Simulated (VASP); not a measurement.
Wanted: the native input for a VASP 6.6.1 run.

| Property | Result |
| --- | --- |
| Task | single point |
| Functional | PBE |
| Potentials or basis | VASP PAW PBE potentials, release 64 (Cd, Hg, Te) |
| Cutoff | 520 eV |
| k mesh | 4 × 4 × 2 |
| Occupations | gaussian, width 0.1 eV |
| Spin | no spin polarisation |
| Dipole correction | no |
| Further INCAR settings | ALGO = Normal; EDIFF = 1e-06; NBANDS = 46 |

The structure of Cd3HgTe4 lies in POSCAR:

```
Cd3HgTe4
1.0
    4.7034503174      0.0000000000      0.0000000000
    0.0000000000      4.7034503174      0.0000000000
    0.0000000000      0.0000000000     13.1432328388
Cd Hg Te
3 1 4
Direct
    0.5000000000      0.5000000000      0.2505293542
    0.0000000000      0.0000000000      0.5000000000
    0.5000000000      0.5000000000      0.7494706458
    0.0000000000      0.0000000000      0.0000000000
    0.5000000000      0.0000000000      0.3752971230
    0.0000000000      0.5000000000      0.6247028770
    0.5000000000      0.0000000000      0.8737961509
    0.0000000000      0.5000000000      0.1262038491
```

The input as run:

INCAR

```
SYSTEM = Cd3HgTe4
ALGO = Normal
EDIFF = 1E-6
ENCUT = 520
GGA = PE
ISIF = 2
ISMEAR = 0
LASPH = .True.
LCHARG = .False.
LREAL = .False.
LWAVE = .False.
NBANDS = 46
NELM = 60
PREC = Accurate
SIGMA = 0.1
```

KPOINTS

```
k-points
0
Gamma
  4 4 2
  0 0 0
```

Potentials or basis: VASP PAW PBE potentials, release 64 (Cd, Hg, Te).

The run is started by

```sh
$ cat potpaw_PBE.64/Cd/POTCAR potpaw_PBE.64/Hg/POTCAR potpaw_PBE.64/Te/POTCAR > POTCAR
$ mpirun -np 1 vasp_std > vasp.out
```

It gave:

| Item | Value |
| --- | --- |
| Pressure | 0.2 GPa |
| Largest force | 0.004 eV/Å |
| Band gap on the k mesh | 0.16 eV |

Caveat: spin-orbit coupling is left out, which moves the levels of the heavy elements.

It took 96 s on 1 thread of Intel(R) Xeon(R) 6975P-C (Granite Rapids), on a shared host, peak memory 0.43 GiB.
